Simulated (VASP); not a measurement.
# Mo in VASP: a series of runs

Mo is run at these levels: PBE; tasks: single point.

Program: VASP 6.6.1. These are calculated values, not measurements. Logs are shortened: lines on timing, memory, paths and dates and some standing lists are left out, and cuts for length are marked.

**1. The cell of the first run**

The cell holds a slab with vacuum, 5 atoms: a = 2.737 Å, b = 2.737 Å, c = 17.753 Å, α = 90.00°, β = 90.00°, γ = 109.47°.

**2. Single point, PBE**

INCAR reads:

```
PREC = Accurate
ENCUT = 520
EDIFF = 1E-6
ISMEAR = -1
SIGMA = 0.1
LREAL = False
LASPH = True
NELM = 100
ALGO = Normal
ISIF = 2
LWAVE = False
LCHARG = False
LDIPOL = True
IDIPOL = 3
DIPOL = 0.5 0.5 0.500
GGA = PE
NBANDS = 43
```

KPOINTS reads:

```
regular mesh
0
Gamma
  13 13 1
```

POSCAR reads:

```
Mo
1.0
    2.7373676766      0.0000000000      0.0000000000
   -0.9124558922      2.5808149956      0.0000000000
    0.0000000000      0.0000000000     17.7530000000
Mo
5
Direct
    0.0000000000      0.0000000000      0.2534789712
    0.5000000000      0.5000000000      0.3733780478
    0.0000000000      0.0000000000      0.4999999999
    0.5000000000      0.5000000000      0.6266219527
    0.0000000000      0.0000000000      0.7465210288
```

Potentials or basis: VASP PAW PBE potentials, release 64 (Mo_sv).

On the command line:

```sh
cat potpaw_PBE.64/Mo_sv/POTCAR > POTCAR
mpirun -np 1 vasp_std > vasp.out
```

OUTCAR:

```text
PREC = Accurate
   ENCUT = 520
   EDIFF = 1E-6
   ISMEAR = -1
   LREAL = False
   LASPH = True
   NELM = 100
   ISIF = 2
   GGA = PE

 ion  position               nearest neighbor table
   1  0.000  0.000  0.253-   2 2.65   2 2.65   2 3.09   2 3.09
   2  0.500  0.500  0.373-   1 2.65   1 2.65   3 2.75   3 2.75   1 3.09   1 3.09   3 3.17   3 3.17

   3  0.000  0.000  0.500-   2 2.75   2 2.75   4 2.75   4 2.75   2 3.17   2 3.17   4 3.17   4 3.17

   4  0.500  0.500  0.627-   5 2.65   5 2.65   3 2.75   3 2.75   5 3.09   5 3.09   3 3.17   3 3.17

   5  0.000  0.000  0.747-   4 2.65   4 2.65   4 3.09   4 3.09

  LATTYP: Found a base centered orthorhombic cell.
 ALAT       =     3.1608399299
 B/A-ratio  =     1.4142135624
 C/A-ratio  =     5.6165450936

  Lattice vectors:

 A1 = (   2.7373676766,   0.0000000000,   0.0000000000)
 A2 = (  -0.9124558922,   2.5808149956,   0.0000000000)
 A3 = (   0.0000000000,   0.0000000000,  17.7530000000)

Analysis of symmetry for initial positions (statically):
=====================================================================
 Subroutine PRICEL returns:
 Original cell was already a primitive cell.

 Routine SETGRP: Setting up the symmetry group for a
 base centered orthorhombic supercell.

 Subroutine GETGRP returns: Found  8 space group operations
 (whereof  8 operations were pure point group operations)
 out of a pool of  8 trial point group operations.

The static configuration has the point symmetry D_2h.

Analysis of symmetry for dynamics (positions and initial velocities):
=====================================================================
 Subroutine PRICEL returns:
 Original cell was already a primitive cell.

 Routine SETGRP: Setting up the symmetry group for a
 base centered orthorhombic supercell.

 Subroutine GETGRP returns: Found  8 space group operations
 (whereof  8 operations were pure point group operations)
 out of a pool of  8 trial point group operations.

The dynamic configuration has the point symmetry D_2h.

 Subroutine INISYM returns: Found  8 space group operations
 (whereof  8 operations are pure point group operations),
 and found     1 'primitive' translations

----------------------------------------------------------------------------------------

                                     Primitive cell

  volume of cell :     125.4185

  direct lattice vectors                    reciprocal lattice vectors
     2.737367677  0.000000000  0.000000000     0.365314462  0.129158167  0.000000000
    -0.912455892  2.580814996  0.000000000     0.000000000  0.387474500  0.000000000
     0.000000000  0.000000000 17.753000000     0.000000000  0.000000000  0.056328508

  length of vectors
     2.737367677  2.737367677 17.753000000     0.387474500  0.387474500  0.056328508

  position of ions in fractional coordinates (direct lattice)
     0.000000000  0.000000000  0.253478971
     0.500000000  0.500000000  0.373378048
     0.000000000  0.000000000  0.500000000
     0.500000000  0.500000000  0.626621953
     0.000000000  0.000000000  0.746521029

  ion indices of the primitive-cell ions
   primitive index   ion index
                 1           1
                 2           2
                 3           3
                 4           4
                 5           5

----------------------------------------------------------------------------------------

 KPOINTS: regular mesh

Automatic generation of k-mesh.
 Grid dimensions read from file:
 generate k-points for:   13   13    1

 Generating k-lattice:

  Cartesian coordinates                     Fractional coordinates (reciprocal lattice)
     0.028101112  0.009935244  0.000000000     0.076923077  0.000000000  0.000000000
     0.000000000  0.029805731  0.000000000     0.000000000  0.076923077  0.000000000
     0.000000000  0.000000000  0.056328508     0.000000000  0.000000000  1.000000000

  Length of vectors
     0.029805731  0.029805731  0.056328508

  Shift w.r.t. Gamma in fractional coordinates (k-lattice)
     0.000000000  0.000000000  0.000000000

 Subroutine IBZKPT returns following result:
 ===========================================

 Found     49 irreducible k-points:

 Following reciprocal coordinates:
            Coordinates               Weight
  0.000000  0.000000  0.000000      1.000000
  0.076923  0.000000  0.000000      4.000000
  0.153846  0.000000  0.000000      4.000000
  0.230769  0.000000  0.000000      4.000000
  0.307692  0.000000  0.000000      4.000000
  0.384615  0.000000  0.000000      4.000000
[... 16 lines left out ...]
  0.384615  0.153846  0.000000      4.000000
  0.461538  0.153846  0.000000      4.000000
 [... further k-points ...]
   k-points           NKPTS =     49   k-points in BZ     NKDIM =     49   number of bands    NBANDS=     43
   number of dos      NEDOS =    301   number of ions     NIONS =      5
   total plane-waves  NPLWV =  56000
   dimension x,y,z NGX =    20 NGY =   20 NGZ =  140
   dimension x,y,z NGXF=    40 NGYF=   40 NGZF=  280
   ions per type =               5
   NGX,Y,Z   is equivalent  to a cutoff of  12.15, 12.15, 13.11 a.u.
   NGXF,Y,Z  is equivalent  to a cutoff of  24.29, 24.29, 26.22 a.u.
 SYSTEM =  unknown system
   PREC   = accura    normal or accurate (medium, high low for compatibility)
   ISTART =      0    job   : 0-new  1-cont  2-samecut
   ICHARG =      2    charge: 1-file 2-atom 10-const
   ISPIN  =      1    spin polarized calculation?
   LNONCOLLINEAR =      F non collinear calculations
   LSORBIT =      F    spin-orbit coupling
   LASPH  =      T    aspherical Exc in radial PAW
   ENCUT  =  520.0 eV  38.22 Ry    6.18 a.u.   5.09  5.09 33.01*2*pi/ulx,y,z
   NELM   =    100;   NELMIN=  2; NELMDL= -5     # of ELM steps
   EDIFF  = 0.1E-05   stopping-criterion for ELM
   LREAL  =      F    real-space projection
   EDIFFG = 0.1E-04   stopping-criterion for IOM
   NSW    =      0    number of steps for IOM
   IBRION =     -1    ionic relax: 0-MD 1-quasi-New 2-CG
   NFREE  =      0    steps in history (QN), initial steepest desc. (CG)
   ISIF   =      2    stress and relaxation
   ISYM   =      2    0-nonsym 1-usesym 2-fastsym
   POTIM  = 0.5000    time-step for ionic-motion
   TEBEG  =    0.0;   TEEND  =   0.0 temperature during run
   PSTRESS=    0.0 pullay stress
   NELECT =      70.0000    total number of electrons
   NUPDOWN=      -1.0000    fix difference up-down
   EMIN   =  10.00;   EMAX   =-10.00  energy-range for DOS
   EFERMI =   0.00;   METHOD = LEGACY
   ISMEAR =    -1;   SIGMA  =   0.10  broadening in eV -4-tet -1-fermi 0-gaus
   EFERMI_NEDOS =   21; number of points for ismear=-14 and -15
   IALGO  =     38    algorithm
   IMIX   =      4    mixing-type and parameters
     AMIX     =   0.40;   BMIX     =  1.00
     AMIX_MAG =   1.60;   BMIX_MAG =  1.00
  volume/ion in A,a.u.               =      25.08       169.27
  Fermi-wavevector in a.u.,A,eV,Ry     =   1.347887  2.547138 24.719068  1.816800
  Thomas-Fermi vector in A             =   2.475601
   LORBIT       =      0    0 simple, 1 ext, 2 COOP (PROOUT), +10 PAW based schemes
   GGA     = PE    functional components
   LHFCALC =     F    Hartree Fock is set to
   AEXX    =    0.0000 exact exchange contribution
   IVDW    =     0    specifies the selected vdW correction
   LEPSILON=     F    determine dielectric tensor
   LRPA    =     F    only Hartree local field effects (RPA)
 non-spin polarized calculation
  energy-cutoff  :      520.00
  volume of cell :      125.42
 maximum number of plane-waves:      3410
   NGX = 11   NGY = 11   NGZ = 67

 number of electron      69.9999989 magnetization

 dipolmoment           0.000000      0.000000     -0.000000 electrons x Angstroem

 Free energy of the ion-electron system (eV)
  ---------------------------------------------------
  ext. energy  EPLUGINS =         0.00000000
  ---------------------------------------------------
  free energy    TOTEN  =       -52.28314130 eV

  energy without entropy =      -52.14103748  energy(sigma->0) =      -52.21208939

 E-fermi :   6.2679     XC(G=0):  -9.3977

 val. band max:        6.2643874588   @ k =  -0.2308   0.2308   0.0000
 cond. band min:       6.2875101674   @ k =  -0.2308   0.1538   0.0000
 fundamental gap:      0.0231227086
 Fermi energy:         6.2678931463

 k-point     1 :       0.0000    0.0000    0.0000
  band No.  band energies     occupation
      1     -55.0309      2.00000
      2     -54.9797      2.00000
      3     -54.8545      2.00000
      4     -54.6904      2.00000
      5     -54.6859      2.00000
      6     -29.6190      2.00000
[... 35 lines left out ...]
     42       7.7370      0.00000
     43       7.8794      0.00000

 k-point     2 :       0.0769    0.0000    0.0000
  band No.  band energies     occupation
      1     -55.0206      2.00000
      2     -54.9709      2.00000
      3     -54.8483      2.00000
      4     -54.6848      2.00000
      5     -54.6807      2.00000
      6     -29.5979      2.00000
[... 35 lines left out ...]
     42       7.6418      0.00000
     43       7.8117      0.00000

 k-point     3 :       0.1538    0.0000    0.0000
  band No.  band energies     occupation
      1     -54.9915      2.00000
      2     -54.9462      2.00000
      3     -54.8317      2.00000
      4     -54.6694      2.00000
      5     -54.6664      2.00000
      6     -29.5383      2.00000
[... 35 lines left out ...]
     42       7.5767      0.00000
     43       7.8181      0.00000

 k-point     4 :       0.2308    0.0000    0.0000
  band No.  band energies     occupation
      1     -54.9488      2.00000
      2     -54.9108      2.00000
      3     -54.8095      2.00000
      4     -54.6479      2.00000
      5     -54.6461      2.00000
      6     -29.4545      2.00000
[... 863 lines left out ...]
     42       8.5328      0.00000
     43       8.5557      0.00000

 k-point    23 :       0.3846    0.1538    0.0000
  band No.  band energies     occupation
      1     -54.8099      2.00000
      2     -54.8097      2.00000
      3     -54.7647      2.00000
      4     -54.5863      2.00000
      5     -54.5862      2.00000
      6     -29.5869      2.00000
[... 35 lines left out ...]
     42       8.4891      0.00000
     43       8.7455      0.00000

 k-point    24 :       0.4615    0.1538    0.0000
  band No.  band energies     occupation
      1     -54.8078      2.00000
      2     -54.8014      2.00000
      3     -54.7485      2.00000
      4     -54.5746      2.00000
      5     -54.5746      2.00000
      6     -29.6315      2.00000
[... 35 lines left out ...]
     42       8.5081      0.00000
     43       8.9797      0.00000

 [... further k-points ...]

------------------------ aborting loop because EDIFF is reached ----------------------------------------

 vacuum level on the upper side and lower side of the slab       (xc-potential included)        -1.242        -1.242

  FORCE on cell =-STRESS in cart. coord.  units (eV):
  Direction    XX          YY          ZZ          XY          YZ          ZX
  --------------------------------------------------------------------------------------
  -------------------------------------------------------------------------------------
  Total       -2.1126737     -2.1609827      0.2041679     -0.0683192      0.0000000      0.0000000
  in kB      -26.9886548    -27.6057851      2.6081722     -0.8727541      0.0000000      0.0000000
  external PRESSURE =     -17.3287559 kB  Pullay stress =       0.0000000 kB

 VOLUME and BASIS-vectors are now :
 -----------------------------------------------------------------------------
  energy-cutoff  :      520.00
  volume of cell :      125.42
      direct lattice vectors                 reciprocal lattice vectors
     2.737367677  0.000000000  0.000000000     0.365314462  0.129158167  0.000000000
    -0.912455892  2.580814996  0.000000000     0.000000000  0.387474500  0.000000000
     0.000000000  0.000000000 17.753000000     0.000000000  0.000000000  0.056328508

 POSITION                                       TOTAL-FORCE (eV/Angst)
 -----------------------------------------------------------------------------------
      0.00000      0.00000      4.50001        -0.000000      0.000000     -0.030338
      0.91246      1.29041      6.62858        -0.000000     -0.000000      0.005921
      0.00000      0.00000      8.87650         0.000000      0.000000      0.000000
      0.91246      1.29041     11.12442        -0.000000      0.000000     -0.005921
      0.00000      0.00000     13.25299         0.000000      0.000000      0.030338
 -----------------------------------------------------------------------------------
    total drift:                                0.000000      0.000000     -0.000024

  FREE ENERGIE OF THE ION-ELECTRON SYSTEM (eV)
  ---------------------------------------------------
  free  energy   TOTEN  =       -52.2831413024 eV

  energy  without entropy=      -52.1410374835  energy(sigma->0) =      -52.21208939

 vacuum level on the upper side and lower side of the slab         9.600         9.600
```

It took 3.1 min on 1 thread of Intel Xeon 6975P-C (Granite Rapids), shared host; peak memory 0.32 GiB.

What came out:

| Quantity | Value |
| --- | --- |
| Free energy | -52.2831 eV |
| Largest force | 0.030 eV/Å |
| Band gap on the k mesh | zero (band 35 reaches 7.58 eV, above the bottom of band 36 at 5.38 eV) |

Forces on the atoms (eV/Å):
```
Mo   0.000  0.000 -0.030
Mo   0.000  0.000  0.006
Mo   0.000  0.000  0.000
Mo   0.000  0.000 -0.006
Mo   0.000  0.000  0.030
```

Levels at points of the mesh, in eV from the Fermi level:
```csv
k point,band 33,band 34,band 35,band 36,band 37,band 38
"(0.00, 0.00, 0.00)",-1.25,-1.17,-0.88,-0.39,0.48,1.09
```

[end of part 1 of 2]
